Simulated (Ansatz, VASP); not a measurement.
## Two plane-wave programs on VN2

Contents of INCAR:

```
  ALGO = Normal
  EDIFF = 1E-6
  ENCUT = 520
  GGA = PS
  ISIF = 2
  ISMEAR = 0
  LASPH = T
  LCHARG = F
  LREAL = F
  LWAVE = F
  NBANDS = 32
  NELM = 100
  PREC = Accurate
  SIGMA = 0.1
```

The input KPOINTS:

```
k-points
0
Gamma
  4 4 4
```

The input POSCAR:

```
VN2
1.0
   -2.1507500000      2.1507500000      2.4913500000
    2.1507500000     -2.1507500000      2.4913500000
    2.1507500000      2.1507500000     -2.4913500000
V N
2 4
Direct
    0.2500000000      0.2500000000      0.0000000000
    0.7500000000      0.7500000000      0.0000000000
    0.1151000000      0.6151000000      0.7302000000
    0.6151000000      0.8849000000      0.5000000000
    0.8849000000      0.3849000000      0.2698000000
    0.3849000000      0.1151000000      0.5000000000
```

Input for Ansatz:

```yaml
crystal:
  lattice:
    - [-2.15075, 2.15075, 2.49135]
    - [2.15075, -2.15075, 2.49135]
    - [2.15075, 2.15075, -2.49135]
  atoms:
    - { symbol: V, position: [0.25, 0.25, 0.0] }
    - { symbol: V, position: [0.75, 0.75, 0.0] }
    - { symbol: "N", position: [0.1151, 0.6151, 0.7302] }
    - { symbol: "N", position: [0.6151, 0.8849, 0.5] }
    - { symbol: "N", position: [0.8849, 0.3849, 0.2698] }
    - { symbol: "N", position: [0.3849, 0.1151, 0.5] }
basis:
  ecutwfc: 420
kpoints:
  mp_grid: { grid: [4, 4, 4] }
hamiltonian:
  xc: pbesol
scf:
  occupations: { method: gaussian, width: 0.1 }
output:
  forces: true
  stress: true
  eigenvalues: true
```

Alike in both runs: task single point; functional PBEsol; k mesh 4 × 4 × 4; occupations gaussian, width 0.1 eV; no spin polarisation.

|  | VASP | Ansatz |
| --- | --- | --- |
| version | VASP 6.6.1 | Ansatz 0.2.0 |
| potentials or method | VASP PAW PBE potentials, release 64 (V_sv, N), cutoff 520 eV | scalar-relativistic, plane waves, PAW |
| valence electrons in the cell | 46 | 46 |

Ansatz gave:

| Item | Value |
| --- | --- |
| gap on the k mesh at the Fermi level (eV) | none |
| pressure (GPa) | -11.6 |
| traceless stress, the component that is largest in VASP (GPa) | -0.01 |
| rms of the force components (eV/Å) | 0.243 |

**Question.** Which values does VASP return?

**Answer.** gap on the k mesh at the Fermi level (eV): none; pressure (GPa): -11.0; traceless stress, the component that is largest in VASP (GPa): -0.27; rms of the force components (eV/Å): 0.205.

VASP's potentials were made for PBE, not for PBEsol. Atom by atom the forces differ by 0.037 eV/Å (rms over components). A gap of «none» marks a metal or a gap that the smearing closes. With one functional, cell and mesh, what is left measures potentials, basis and numerics.

The k mesh is coarse, so the values compare programs but aren't converged.
